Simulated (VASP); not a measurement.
# SrO (Fm-3m) in VASP: further runs, part 2 of 2

VASP 6.6.1.

## Step 5: Electric field gradients, LDA (volume scaled by 1.02)

The input, INCAR:

```
PREC = Accurate
ENCUT = 520
EDIFF = 1E-8
ISMEAR = -1
SIGMA = 0.02
LREAL = False
LASPH = True
NELM = 80
ALGO = Normal
ISIF = 2
LWAVE = False
LCHARG = False
GGA = CA
LEFG = True
NBANDS = 15
```

The input, KPOINTS:

```
regular mesh
0
Gamma
  8 8 8
```

The input, POSCAR:

```
SrO
1.0
    0.0000000000      2.5868190390      2.5868190390
    2.5868190390      0.0000000000      2.5868190390
    2.5868190390      2.5868190390      0.0000000000
Sr O
1 1
Direct
    0.0000000000      0.0000000000      0.0000000000
    0.5000000000      0.5000000000      0.5000000000
```

Potentials or basis: VASP PAW LDA potentials, release 64 (Sr_sv, O).

Launch:

```bash
cat potpaw_LDA.64/Sr_sv/POTCAR potpaw_LDA.64/O/POTCAR > POTCAR
mpirun -np 1 vasp_std > vasp.out
```

OUTCAR:

```text
PREC = Accurate
   ENCUT = 520
   EDIFF = 1E-8
   ISMEAR = -1
   LREAL = False
   LASPH = True
   NELM = 80
   ISIF = 2
   GGA = CA

 ion  position               nearest neighbor table
   1  0.000  0.000  0.000-   2 2.59   2 2.59   2 2.59   2 2.59   2 2.59   2 2.59
   2  0.500  0.500  0.500-   1 2.59   1 2.59   1 2.59   1 2.59   1 2.59   1 2.59

  LATTYP: Found a face centered cubic cell.
 ALAT       =     5.1736380780

  Lattice vectors:

 A1 = (   0.0000000000,   2.5868190390,   2.5868190390)
 A2 = (   2.5868190390,   0.0000000000,   2.5868190390)
 A3 = (   2.5868190390,   2.5868190390,   0.0000000000)

Analysis of symmetry for initial positions (statically):
=====================================================================
 Subroutine PRICEL returns:
 Original cell was already a primitive cell.

 Routine SETGRP: Setting up the symmetry group for a
 face centered cubic supercell.

 Subroutine GETGRP returns: Found 48 space group operations
 (whereof 48 operations were pure point group operations)
 out of a pool of 48 trial point group operations.

The static configuration has the point symmetry O_h .

Analysis of symmetry for dynamics (positions and initial velocities):
=====================================================================
 Subroutine PRICEL returns:
 Original cell was already a primitive cell.

 Routine SETGRP: Setting up the symmetry group for a
 face centered cubic supercell.

 Subroutine GETGRP returns: Found 48 space group operations
 (whereof 48 operations were pure point group operations)
 out of a pool of 48 trial point group operations.

The dynamic configuration has the point symmetry O_h .

 Subroutine INISYM returns: Found 48 space group operations
 (whereof 48 operations are pure point group operations),
 and found     1 'primitive' translations

----------------------------------------------------------------------------------------

                                     Primitive cell

  volume of cell :      34.6201

  direct lattice vectors                    reciprocal lattice vectors
     0.000000000  2.586819039  2.586819039    -0.193287583  0.193287583  0.193287583
     2.586819039  0.000000000  2.586819039     0.193287583 -0.193287583  0.193287583
     2.586819039  2.586819039  0.000000000     0.193287583  0.193287583 -0.193287583

  length of vectors
     3.658314568  3.658314568  3.658314568     0.334783914  0.334783914  0.334783914

  position of ions in fractional coordinates (direct lattice)
     0.000000000  0.000000000  0.000000000
     0.500000000  0.500000000  0.500000000

  ion indices of the primitive-cell ions
   primitive index   ion index
                 1           1
                 2           2

----------------------------------------------------------------------------------------

 KPOINTS: regular mesh

Automatic generation of k-mesh.
 Grid dimensions read from file:
 generate k-points for:    8    8    8
[... 75 lines left out ...]
   NELECT =      16.0000    total number of electrons
   NUPDOWN=      -1.0000    fix difference up-down
   EMIN   =  10.00;   EMAX   =-10.00  energy-range for DOS
   EFERMI =   0.00;   METHOD = LEGACY
   ISMEAR =    -1;   SIGMA  =   0.02  broadening in eV -4-tet -1-fermi 0-gaus
   EFERMI_NEDOS =   21; number of points for ismear=-14 and -15
   IALGO  =     38    algorithm
   IMIX   =      4    mixing-type and parameters
     AMIX     =   0.40;   BMIX     =  1.00
     AMIX_MAG =   1.60;   BMIX_MAG =  1.00
  volume/ion in A,a.u.               =      17.31       116.81
  Fermi-wavevector in a.u.,A,eV,Ry     =   1.265723  2.391870 21.797288  1.602055
  Thomas-Fermi vector in A             =   2.398962
   LORBIT       =      0    0 simple, 1 ext, 2 COOP (PROOUT), +10 PAW based schemes
   GGA     = CA    functional components
   LHFCALC =     F    Hartree Fock is set to
   AEXX    =    0.0000 exact exchange contribution
   IVDW    =     0    specifies the selected vdW correction
   LEPSILON=     F    determine dielectric tensor
   LRPA    =     F    only Hartree local field effects (RPA)
 non-spin polarized calculation
  energy-cutoff  :      520.00
  volume of cell :       34.62
 maximum number of plane-waves:       950
   NGX = 13   NGY = 13   NGZ = 13

 number of electron      15.9999998 magnetization

 Free energy of the ion-electron system (eV)
  ---------------------------------------------------
  ext. energy  EPLUGINS =         0.00000000
  ---------------------------------------------------
  free energy    TOTEN  =       -13.35687721 eV

  energy without entropy =      -13.35687721  energy(sigma->0) =      -13.35687721

 E-fermi :   1.6840     XC(G=0): -10.4412

 val. band max:        1.2545269785   @ k =   0.0000   0.0000   0.0000
 cond. band min:       4.3673296635   @ k =   0.5000   0.5000   0.0000
 fundamental gap:      3.1128026850
 Fermi energy:         1.6840326020

 k-point     1 :       0.0000    0.0000    0.0000
  band No.  band energies     occupation
      1     -30.8926      2.00000
      2     -13.4819      2.00000
      3     -12.6381      2.00000
      4     -12.6381      2.00000
      5     -12.6381      2.00000
      6       1.2545      2.00000
      7       1.2545      2.00000
      8       1.2545      2.00000
      9       4.9270      0.00000
     10       7.3197      0.00000
     11       7.3197      0.00000
     12       7.3197      0.00000
     13       9.5015      0.00000
     14       9.5015      0.00000
[... 401 lines left out ...]
      2     -14.7637      2.00000
      3     -13.0232      2.00000
      4     -12.8626      2.00000
      5     -11.7085      2.00000
      6      -0.3469      2.00000
      7       0.3931      2.00000
      8       0.4648      2.00000
      9       7.4418      0.00000
     10       7.7883      0.00000
     11      10.3708      0.00000
     12      10.6000      0.00000
     13      12.6989      0.00000
     14      13.9321      0.00000
     15      14.1606      0.00000

 [... further k-points ...]
[... 5 lines left out ...]
  --------------------------------------------------------------------------------------
  -------------------------------------------------------------------------------------
  Total       -1.1123767     -1.1123767     -1.1123767      0.0000000      0.0000000     -0.0000000
  in kB      -51.4795006    -51.4795006    -51.4795006      0.0000000      0.0000000     -0.0000000
  external PRESSURE =     -51.4795006 kB  Pullay stress =       0.0000000 kB

 VOLUME and BASIS-vectors are now :
 -----------------------------------------------------------------------------
  energy-cutoff  :      520.00
  volume of cell :       34.62
      direct lattice vectors                 reciprocal lattice vectors
     0.000000000  2.586819039  2.586819039    -0.193287583  0.193287583  0.193287583
     2.586819039  0.000000000  2.586819039     0.193287583 -0.193287583  0.193287583
     2.586819039  2.586819039  0.000000000     0.193287583  0.193287583 -0.193287583

 POSITION                                       TOTAL-FORCE (eV/Angst)
 -----------------------------------------------------------------------------------
      0.00000      0.00000      0.00000        -0.000000     -0.000000     -0.000000
      2.58682      2.58682      2.58682         0.000000      0.000000      0.000000
 -----------------------------------------------------------------------------------
    total drift:                                0.000000      0.000000      0.000000

  FREE ENERGIE OF THE ION-ELECTRON SYSTEM (eV)
  ---------------------------------------------------
  free  energy   TOTEN  =       -13.3568772131 eV

  energy  without entropy=      -13.3568772131  energy(sigma->0) =      -13.35687721

 Electric field gradients (V/A^2)
---------------------------------------------------------------------
 ion       V_xx      V_yy      V_zz      V_xy      V_xz      V_yz
---------------------------------------------------------------------
   1       0.000    -0.000    -0.000     0.000     0.000     0.000
   2      -0.000    -0.000    -0.000    -0.000    -0.000    -0.000
---------------------------------------------------------------------

 Electric field gradients after diagonalization (V/A^2)
 (convention: |V_zz| > |V_xx| > |V_yy|)
----------------------------------------------------------------------
 ion       V_xx      V_yy      V_zz     asymmetry (V_yy - V_xx)/ V_zz
----------------------------------------------------------------------
   1      -0.000    -0.000     0.000       0.000
   2       0.000     0.000    -0.000       0.000
----------------------------------------------------------------------

           NMR quadrupolar parameters

 Cq : quadrupolar parameter    Cq=e*Q*V_zz/h
 eta: asymmetry parameters     (V_yy - V_xx)/ V_zz
 Q  : nuclear electric quadrupole moment in mb (millibarn)
----------------------------------------------------------------------
 ion       Cq(MHz)       eta       Q (mb)
----------------------------------------------------------------------
   1       0.000       0.000       1.000
   2      -0.000       0.000       1.000
----------------------------------------------------------------------
```

OSZICAR:

```text
N       E                     dE             d eps       ncg     rms          rms(c)
DAV:   1     0.698545910908E+02    0.69855E+02   -0.85658E+03   870   0.105E+03
DAV:   2    -0.123256615945E+02   -0.82180E+02   -0.76351E+02  1193   0.225E+02
DAV:   3    -0.154623232516E+02   -0.31367E+01   -0.31205E+01  1110   0.407E+01
DAV:   4    -0.155342177316E+02   -0.71894E-01   -0.71890E-01  1096   0.589E+00
DAV:   5    -0.155359755573E+02   -0.17578E-02   -0.17578E-02  1074   0.775E-01    0.166E+01
DAV:   6    -0.135991535566E+02    0.19368E+01   -0.64706E+00   884   0.191E+01    0.201E+01
DAV:   7    -0.134062174971E+02    0.19294E+00   -0.36635E-01  1017   0.521E+00    0.110E+01
DAV:   8    -0.133559557594E+02    0.50262E-01   -0.13351E-01  1143   0.336E+00    0.119E+00
DAV:   9    -0.133570103674E+02   -0.10546E-02   -0.70198E-03  1224   0.493E-01    0.315E-01
DAV:  10    -0.133568700739E+02    0.14029E-03   -0.16006E-04  1024   0.137E-01    0.178E-01
DAV:  11    -0.133568747993E+02   -0.47253E-05   -0.88272E-05  1003   0.954E-02    0.221E-02
DAV:  12    -0.133568771941E+02   -0.23949E-05   -0.74833E-06  1111   0.197E-02    0.502E-03
DAV:  13    -0.133568772210E+02   -0.26875E-07   -0.46508E-07   982   0.612E-03    0.199E-03
DAV:  14    -0.133568772131E+02    0.79247E-08   -0.85148E-08  1122   0.255E-03
   1 F= -.13356877E+02 E0= -.13356877E+02  d E =-.288885E-11
```

Run time: 11 s. Hardware: 1 thread of Intel Xeon 6975P-C, shared host; peak memory 0.15 GiB.

What came out:

* Free energy: -13.3569 eV
* Pressure: -5.1 GPa
* Band gap on the k mesh: 3.11 eV, indirect (least direct gap 3.21 eV)

Caveat: without QUAD_EFG the Cq values of the log hold for a quadrupole moment of 1 mb, not for the nuclei.

## Step 6: Electric field gradients, LDA (volume scaled by 1.06)

The input, INCAR:

```
PREC     = Accurate       # precision mode
ENCUT    = 520            # plane-wave cutoff, eV
EDIFF    = 1E-8           # SCF threshold, eV
ISMEAR   = -1             # smearing method
SIGMA    = 0.02           # smearing width, eV
LREAL    = False          # projectors in reciprocal space
LASPH    = True           # aspherical terms in the spheres
NELM     = 100            # most SCF steps
ALGO     = Normal         # electronic algorithm
ISIF     = 2              # what is computed and relaxed
LWAVE    = False          # write WAVECAR
LCHARG   = False          # write CHGCAR
GGA      = CA             # functional
LEFG     = True         
NBANDS   = 15             # bands
```

The input, KPOINTS:

```
Automatic mesh
0
Gamma
  8 8 8
```

The input, POSCAR:

```
SrO
1.0
    0.0000000000      2.6202010311      2.6202010311
    2.6202010311      0.0000000000      2.6202010311
    2.6202010311      2.6202010311      0.0000000000
Sr O
1 1
Direct
    0.0000000000      0.0000000000      0.0000000000
    0.5000000000      0.5000000000      0.5000000000
```

Potentials or basis: VASP PAW LDA potentials, release 64 (Sr_sv, O).

Launch:

```bash
cat potpaw_LDA.64/Sr_sv/POTCAR potpaw_LDA.64/O/POTCAR > POTCAR
mpirun -np 1 vasp_std > vasp.out
```

OUTCAR:

```text
PREC = Accurate
   ENCUT = 520
   EDIFF = 1E-8
   ISMEAR = -1
   LREAL = False
   LASPH = True
   NELM = 100
   ISIF = 2
   GGA = CA

 ion  position               nearest neighbor table
   1  0.000  0.000  0.000-   2 2.62   2 2.62   2 2.62   2 2.62   2 2.62   2 2.62
   2  0.500  0.500  0.500-   1 2.62   1 2.62   1 2.62   1 2.62   1 2.62   1 2.62

  LATTYP: Found a face centered cubic cell.
 ALAT       =     5.2404020622

  Lattice vectors:

 A1 = (   0.0000000000,   2.6202010311,   2.6202010311)
 A2 = (   2.6202010311,   0.0000000000,   2.6202010311)
 A3 = (   2.6202010311,   2.6202010311,   0.0000000000)

Analysis of symmetry for initial positions (statically):
=====================================================================
 Subroutine PRICEL returns:
 Original cell was already a primitive cell.

 Routine SETGRP: Setting up the symmetry group for a
 face centered cubic supercell.

 Subroutine GETGRP returns: Found 48 space group operations
 (whereof 48 operations were pure point group operations)
 out of a pool of 48 trial point group operations.

The static configuration has the point symmetry O_h .

Analysis of symmetry for dynamics (positions and initial velocities):
=====================================================================
 Subroutine PRICEL returns:
 Original cell was already a primitive cell.

 Routine SETGRP: Setting up the symmetry group for a
 face centered cubic supercell.

 Subroutine GETGRP returns: Found 48 space group operations
 (whereof 48 operations were pure point group operations)
 out of a pool of 48 trial point group operations.

The dynamic configuration has the point symmetry O_h .
[... 164 lines left out ...]
     10       7.0567      0.00000
     11       7.0567      0.00000
     12       7.0567      0.00000
     13       9.1525      0.00000
     14       9.1525      0.00000
[... 401 lines left out ...]
      2     -14.8629      2.00000
      3     -13.3291      2.00000
      4     -13.1864      2.00000
      5     -12.0382      2.00000
      6      -0.4805      2.00000
      7       0.2514      2.00000
      8       0.3051      2.00000
      9       7.1266      0.00000
     10       7.4596      0.00000
     11       9.8822      0.00000
     12      10.1833      0.00000
     13      12.1741      0.00000
     14      13.3668      0.00000
     15      13.5200      0.00000

 [... further k-points ...]
[... 5 lines left out ...]
  --------------------------------------------------------------------------------------
  -------------------------------------------------------------------------------------
  Total       -1.7862636     -1.7862636     -1.7862636     -0.0000000      0.0000000     -0.0000000
  in kB      -79.5467223    -79.5467223    -79.5467223     -0.0000000      0.0000000     -0.0000000
  external PRESSURE =     -79.5467223 kB  Pullay stress =       0.0000000 kB

 VOLUME and BASIS-vectors are now :
 -----------------------------------------------------------------------------
  energy-cutoff  :      520.00
  volume of cell :       35.98
      direct lattice vectors                 reciprocal lattice vectors
     0.000000000  2.620201031  2.620201031    -0.190825053  0.190825053  0.190825053
     2.620201031  0.000000000  2.620201031     0.190825053 -0.190825053  0.190825053
     2.620201031  2.620201031  0.000000000     0.190825053  0.190825053 -0.190825053

 POSITION                                       TOTAL-FORCE (eV/Angst)
 -----------------------------------------------------------------------------------
      0.00000      0.00000      0.00000         0.000000     -0.000000     -0.000000
      2.62020      2.62020      2.62020        -0.000000      0.000000      0.000000
 -----------------------------------------------------------------------------------
    total drift:                                0.000000      0.000000      0.000000

  FREE ENERGIE OF THE ION-ELECTRON SYSTEM (eV)
  ---------------------------------------------------
  free  energy   TOTEN  =       -13.3017826731 eV

  energy  without entropy=      -13.3017826731  energy(sigma->0) =      -13.30178267

 Electric field gradients (V/A^2)
---------------------------------------------------------------------
 ion       V_xx      V_yy      V_zz      V_xy      V_xz      V_yz
---------------------------------------------------------------------
   1       0.000    -0.000     0.000    -0.000    -0.000    -0.000
   2      -0.000    -0.000    -0.000     0.001     0.001     0.001
---------------------------------------------------------------------

 Electric field gradients after diagonalization (V/A^2)
 (convention: |V_zz| > |V_xx| > |V_yy|)
----------------------------------------------------------------------
 ion       V_xx      V_yy      V_zz     asymmetry (V_yy - V_xx)/ V_zz
----------------------------------------------------------------------
   1       0.000     0.000    -0.000       0.000
   2      -0.001    -0.001     0.002       0.000
----------------------------------------------------------------------

           NMR quadrupolar parameters

 Cq : quadrupolar parameter    Cq=e*Q*V_zz/h
 eta: asymmetry parameters     (V_yy - V_xx)/ V_zz
 Q  : nuclear electric quadrupole moment in mb (millibarn)
----------------------------------------------------------------------
 ion       Cq(MHz)       eta       Q (mb)
----------------------------------------------------------------------
   1      -0.000       0.000       1.000
   2       0.000       0.000       1.000
----------------------------------------------------------------------
```

Wall time 12 s (1 thread of Intel Xeon 6975P-C, shared host); peak memory 0.15 GiB.

Results:

* Free energy: -13.3018 eV
* Pressure: -8.0 GPa
* Band gap on the k mesh: 3.13 eV, indirect (least direct gap 3.25 eV)

Levels at points of the mesh, in eV from the valence-band top:
```csv
k point,band 6,band 7,band 8,band 9,band 10,band 11
"(0.00, 0.00, 0.00)",0.00,0.00,0.00,3.41,5.98,5.98
"(0.50, 0.00, 0.00)",-2.13,-1.05,-1.05,6.21,7.83,8.48
"(0.50, 0.50, 0.00)",-0.52,-0.12,-0.12,3.13,7.33,9.69
```

Caveat: without QUAD_EFG the Cq values of the log hold for a quadrupole moment of 1 mb, not for the nuclei. A k mesh can miss the band edges.

## Step 7: The runs side by side

```csv
cell,gap on the mesh (eV),pressure (GPa)
"a = 3.622 Å, angles 60.0°, 2 atoms",3.09,-2.6
"a = 3.658 Å, angles 60.0°, 2 atoms",3.11,-5.1
"a = 3.706 Å, angles 60.0°, 2 atoms",3.13,-8.0
```

Alike in all rows: task electric field gradients; level LDA; potentials or basis VASP PAW LDA potentials, release 64 (Sr_sv, O); no spin polarisation; k mesh 8 × 8 × 8; cutoff (eV) 520; smearing fermi-dirac 0.02 eV.

Absolute energies hang on the potentials; compare differences alone.
